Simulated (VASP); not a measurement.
# Er3H (Pm-3m) in VASP: notebook

Runs on Er3H. Level: PBE. Tasks: single point, relaxation of cell and atoms.

All numbers are computed with VASP 6.6.1; they aren't measurements. Logs are shortened: lines on timing, memory, paths and dates and some standing lists are left out, and cuts for length are marked.

### Step 1. The cell of the first run

The structure is cubic, space group Pm-3m (No. 221). Conventional cell: a = 4.644 Å, b = 4.644 Å, c = 4.644 Å, α = 90.00°, β = 90.00°, γ = 90.00°. Er (site symmetry 4/mmm) has 8 Er at 3.28 Å and 4 H at 3.28 Å within 4.3 Å. H (site symmetry m-3m) has 12 Er at 3.28 Å within 4.3 Å.

The cell was built from a structure type or drawn by symmetry, and may not be a known phase.

### Step 2. Single point, PBE

File INCAR:

```
SYSTEM = Er3H
ALGO = Normal ; EDIFF = 1E-6
ENCUT = 500 ; GGA = PE
GGA_COMPAT = .False. ; ISIF = 2
ISMEAR = 0 ; LASPH = .True.
LCHARG = .True. ; LELF = .True.
LMAXMIX = 6 ; LREAL = .False.
LVHAR = .True. ; LWAVE = .False.
NBANDS = 22 ; NELM = 200
PREC = Accurate ; SIGMA = 0.1
```

File KPOINTS:

```
k-points
0
Gamma
  4 4 4
  0 0 0
```

File POSCAR:

```
Er3H
1.0
    4.6443900100      0.0000000000      0.0000000000
    0.0000000000      4.6443900100      0.0000000000
    0.0000000000      0.0000000000      4.6443900100
Er H
3 1
Direct
    0.0000000000      0.5000000000      0.5000000000
    0.5000000000      0.0000000000      0.5000000000
    0.5000000000      0.5000000000      0.0000000000
    0.0000000000      0.0000000000      0.0000000000
```

Potentials or basis: VASP PAW PBE potentials, release 64 (Er_3, H), 4f in core.

Command:

```
$ cat potpaw_PBE.64/Er_3/POTCAR potpaw_PBE.64/H/POTCAR > POTCAR
$ mpirun -np 1 vasp_std > vasp.out
```

OUTCAR:

```text
SYSTEM = Er3H
   EDIFF = 1E-6
   ENCUT = 500
   GGA = PE
   ISIF = 2
   ISMEAR = 0
   LASPH = .True.
   LREAL = .False.
   NELM = 200
   PREC = Accurate

 ion  position               nearest neighbor table
   1  0.000  0.500  0.500-   2 3.28   3 3.28   3 3.28   2 3.28   2 3.28   3 3.28   3 3.28   2 3.28

   2  0.500  0.000  0.500-   1 3.28   3 3.28   3 3.28   1 3.28   3 3.28   3 3.28   1 3.28   1 3.28

   3  0.500  0.500  0.000-   1 3.28   2 3.28   1 3.28   2 3.28   2 3.28   2 3.28   1 3.28   1 3.28

   4  0.000  0.000  0.000-

  LATTYP: Found a simple cubic cell.
 ALAT       =     4.6443900100

  Lattice vectors:

 A1 = (   4.6443900100,   0.0000000000,   0.0000000000)
 A2 = (   0.0000000000,   4.6443900100,   0.0000000000)
 A3 = (   0.0000000000,   0.0000000000,   4.6443900100)

Analysis of symmetry for initial positions (statically):
=====================================================================
 Subroutine PRICEL returns:
 Original cell was already a primitive cell.

 Routine SETGRP: Setting up the symmetry group for a
 simple cubic supercell.

 Subroutine GETGRP returns: Found 48 space group operations
 (whereof 48 operations were pure point group operations)
 out of a pool of 48 trial point group operations.

The static configuration has the point symmetry O_h .

Analysis of symmetry for dynamics (positions and initial velocities):
=====================================================================
 Subroutine PRICEL returns:
 Original cell was already a primitive cell.

 Routine SETGRP: Setting up the symmetry group for a
 simple cubic supercell.

 Subroutine GETGRP returns: Found 48 space group operations
 (whereof 48 operations were pure point group operations)
 out of a pool of 48 trial point group operations.

The dynamic configuration has the point symmetry O_h .

 Subroutine INISYM returns: Found 48 space group operations
 (whereof 48 operations are pure point group operations),
 and found     1 'primitive' translations

----------------------------------------------------------------------------------------

                                     Primitive cell

  volume of cell :     100.1812

  direct lattice vectors                    reciprocal lattice vectors
     4.644390010  0.000000000  0.000000000     0.215313528  0.000000000  0.000000000
[... 74 lines left out ...]
   NELM   =    200;   NELMIN=  2; NELMDL= -5     # of ELM steps
   EDIFF  = 0.1E-05   stopping-criterion for ELM
   LREAL  =      F    real-space projection
   EDIFFG = 0.1E-04   stopping-criterion for IOM
   NSW    =      0    number of steps for IOM
   IBRION =     -1    ionic relax: 0-MD 1-quasi-New 2-CG
   NFREE  =      0    steps in history (QN), initial steepest desc. (CG)
   ISIF   =      2    stress and relaxation
   ISYM   =      2    0-nonsym 1-usesym 2-fastsym
   POTIM  = 0.5000    time-step for ionic-motion
   TEBEG  =    0.0;   TEEND  =   0.0 temperature during run
   PSTRESS=    0.0 pullay stress
   NELECT =      28.0000    total number of electrons
   NUPDOWN=      -1.0000    fix difference up-down
   EMIN   =  10.00;   EMAX   =-10.00  energy-range for DOS
   EFERMI =   0.00;   METHOD = LEGACY
   ISMEAR =     0;   SIGMA  =   0.10  broadening in eV -4-tet -1-fermi 0-gaus
   EFERMI_NEDOS =   21; number of points for ismear=-14 and -15
   IALGO  =     38    algorithm
   IMIX   =      4    mixing-type and parameters
     AMIX     =   0.40;   BMIX     =  1.00
     AMIX_MAG =   1.60;   BMIX_MAG =  1.00
  volume/ion in A,a.u.               =      25.05       169.01
  Fermi-wavevector in a.u.,A,eV,Ry     =   1.070366  2.022698 15.587958  1.145683
  Thomas-Fermi vector in A             =   2.206073
   LORBIT       =      0    0 simple, 1 ext, 2 COOP (PROOUT), +10 PAW based schemes
   GGA     = PE    functional components
   LHFCALC =     F    Hartree Fock is set to
   AEXX    =    0.0000 exact exchange contribution
   IVDW    =     0    specifies the selected vdW correction
   LEPSILON=     F    determine dielectric tensor
   LRPA    =     F    only Hartree local field effects (RPA)
 non-spin polarized calculation
 Gauss-broadening in eV      SIGMA  =   0.10
  energy-cutoff  :      500.00
  volume of cell :      100.18
 maximum number of plane-waves:      2560
 NGX is ok and might be reduce to    36
   NGX = 17   NGY = 17   NGZ = 17

 number of electron      28.0000008 magnetization

 Free energy of the ion-electron system (eV)
  ---------------------------------------------------
  ext. energy  EPLUGINS =         0.00000000
  ---------------------------------------------------
  free energy    TOTEN  =       -14.27629971 eV

  energy without entropy =      -14.27143798  energy(sigma->0) =      -14.27386884

 E-fermi :   2.6383     XC(G=0):  -9.6123

 val. band max:        2.5673400658   @ k =   0.5000   0.0000   0.0000
 cond. band min:       2.8251195966   @ k =   0.5000   0.2500   0.0000
 fundamental gap:      0.2577795308
 Fermi energy:         2.6383265327

 k-point     1 :       0.0000    0.0000    0.0000
  band No.  band energies     occupation
      1     -22.4304      2.00000
      2     -22.4304      2.00000
      3     -22.4304      2.00000
      4     -22.0263      2.00000
      5     -22.0263      2.00000
      6     -22.0263      2.00000
[... 239 lines left out ...]
     21       5.1341      0.00000
     22       6.0118      0.00000

------------------------ aborting loop because EDIFF is reached ----------------------------------------

  FORCE on cell =-STRESS in cart. coord.  units (eV):
  Direction    XX          YY          ZZ          XY          YZ          ZX
  --------------------------------------------------------------------------------------
  -------------------------------------------------------------------------------------
  Total        0.2614262      0.2614262      0.2614262     -0.0000000      0.0000000     -0.0000000
  in kB        4.1809377      4.1809377      4.1809377     -0.0000000      0.0000000     -0.0000000
  external PRESSURE =       4.1809377 kB  Pullay stress =       0.0000000 kB

 VOLUME and BASIS-vectors are now :
 -----------------------------------------------------------------------------
  energy-cutoff  :      500.00
  volume of cell :      100.18
      direct lattice vectors                 reciprocal lattice vectors
     4.644390010  0.000000000  0.000000000     0.215313528  0.000000000  0.000000000
     0.000000000  4.644390010  0.000000000     0.000000000  0.215313528  0.000000000
     0.000000000  0.000000000  4.644390010     0.000000000  0.000000000  0.215313528

 POSITION                                       TOTAL-FORCE (eV/Angst)
 -----------------------------------------------------------------------------------
      0.00000      2.32220      2.32220         0.000000      0.000000      0.000000
      2.32220      0.00000      2.32220         0.000000      0.000000      0.000000
      2.32220      2.32220      0.00000         0.000000      0.000000      0.000000
      0.00000      0.00000      0.00000         0.000000      0.000000      0.000000
 -----------------------------------------------------------------------------------
    total drift:                                0.000000      0.000000      0.000000

  FREE ENERGIE OF THE ION-ELECTRON SYSTEM (eV)
  ---------------------------------------------------
  free  energy   TOTEN  =       -14.2762997089 eV

  energy  without entropy=      -14.2714379770  energy(sigma->0) =      -14.27386884
```

stdout:

```text
POSCAR found type information on POSCAR ErH
 POSCAR found :  2 types and       4 ions
 scaLAPACK will be used
 LDA part: xc-table for (Slater+PW92), standard interpolation
 POSCAR, INCAR and KPOINTS ok, starting setup
 FFT: planning ... GRIDC
 FFT: planning ... GRID_SOFT
 FFT: planning ... GRID
 WAVECAR not read
 entering main loop
```

Wall time 12 s (1 thread of Intel Xeon 6975P-C (Granite Rapids), shared host); peak memory 0.19 GiB.

Results:

```
Free energy            : -14.2763 eV
Pressure               : 0.4 GPa
Band gap on the k mesh : zero (bands 14 and 15 overlap by 2.01 eV)
```

Caveat: spin-orbit coupling is left out, which moves the levels of the heavy elements; the 4f electrons are frozen in the core, so they carry no moment and show no levels.

### Step 3. Single point, PBE

This run uses another cell than the first one, of 25.21 Å³/atom.

File INCAR:

```
  PREC = Accurate
  ENCUT = 500
  EDIFF = 1E-6
  ISMEAR = 0
  SIGMA = 0.1
  LREAL = F
  LASPH = T
  NELM = 200
  ALGO = Normal
  ISIF = 2
  LWAVE = F
  LCHARG = T
  GGA = PE
  LELF = T
  LVHAR = T
  NBANDS = 22
  GGA_COMPAT = F
  LMAXMIX = 6
```

File KPOINTS:

```
Automatic mesh
0
Gamma
  10 10 10
```

File POSCAR:

```
Er3H
1.0
    4.6546201432      0.0000000000      0.0000000000
    0.0000000000      4.6546201432      0.0000000000
    0.0000000000      0.0000000000      4.6546201432
Er H
3 1
Direct
    0.0000000000      0.5000000000      0.5000000000
    0.5000000000      0.0000000000      0.5000000000
    0.5000000000      0.5000000000      0.0000000000
    0.0000000000      0.0000000000      0.0000000000
```

Potentials or basis: VASP PAW PBE potentials, release 64 (Er_3, H), 4f in core.

Command:

```
$ cat potpaw_PBE.64/Er_3/POTCAR potpaw_PBE.64/H/POTCAR > POTCAR
$ mpirun -np 1 vasp_std > vasp.out
```

Wall time 42 s (1 thread of Intel Xeon 6975P-C (Granite Rapids), shared host); peak memory 0.25 GiB.

Results (log left out):

| Quantity | Value |
| --- | --- |
| Free energy | -14.1607 eV |
| Pressure | 0.3 GPa |
| Band gap on the k mesh | zero (bands 14 and 15 overlap by 1.96 eV) |

Levels at points of the mesh, in eV from the Fermi level:
```tsv
k point	band 11	band 12	band 13	band 14	band 15	band 16	band 17	band 18
(0.00, 0.00, 0.00)	-3.15	-1.10	-1.10	-0.60	-0.60	-0.60	1.48	3.19
(0.50, 0.00, 0.00)	-3.57	-1.20	-0.15	0.31	0.31	0.64	1.20	1.43
(0.50, 0.50, 0.00)	-1.83	-1.83	-1.21	0.28	0.39	0.57	0.57	1.65
(0.50, 0.50, 0.50)	-1.94	-1.94	-1.94	1.37	1.37	1.37	1.44	1.72
```

Caveat: spin-orbit coupling is left out, which moves the levels of the heavy elements; the 4f electrons are frozen in the core, so they carry no moment and show no levels. Spin polarisation is off, so any magnetic state and its effect on volume and gap are missing.

(Continued in part 2 of 2.)
